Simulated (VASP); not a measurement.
Here is a VASP 6.6.1 calculation.

The input INCAR:

```
SYSTEM = LiH
PREC = Accurate
ENCUT = 520
EDIFF = 1E-6
ISMEAR = -1
SIGMA = 0.05
LREAL = .False.
LASPH = .True.
NELM = 80
ALGO = Normal
ISIF = 2
LWAVE = .False.
LCHARG = .True.
GGA = PS
IVDW = 12
LELF = .True.
LVHAR = .True.
NBANDS = 9
```

The input KPOINTS:

```
regular mesh
0
Gamma
  11 11 11
  0 0 0
```

POSCAR

```
LiH
1.0
    0.0000000000      2.0367500000      2.0367500000
    2.0367500000      0.0000000000      2.0367500000
    2.0367500000      2.0367500000      0.0000000000
Li H
1 1
Direct
    0.0000000000      0.0000000000      0.0000000000
    0.5000000000      0.5000000000      0.5000000000
```

Potentials or basis: VASP PAW PBE potentials, release 64 (Li_sv, H).

Launch:

```console
$ cat potpaw_PBE.64/Li_sv/POTCAR potpaw_PBE.64/H/POTCAR > POTCAR
$ mpirun -np 1 vasp_std > vasp.out
```

Estimate the band gap on the k mesh.

2.97 eV, direct.

Predict the dispersion energy per atom.

-0.128 eV.

Caveat: three body term missing. A k mesh can miss the band edges.
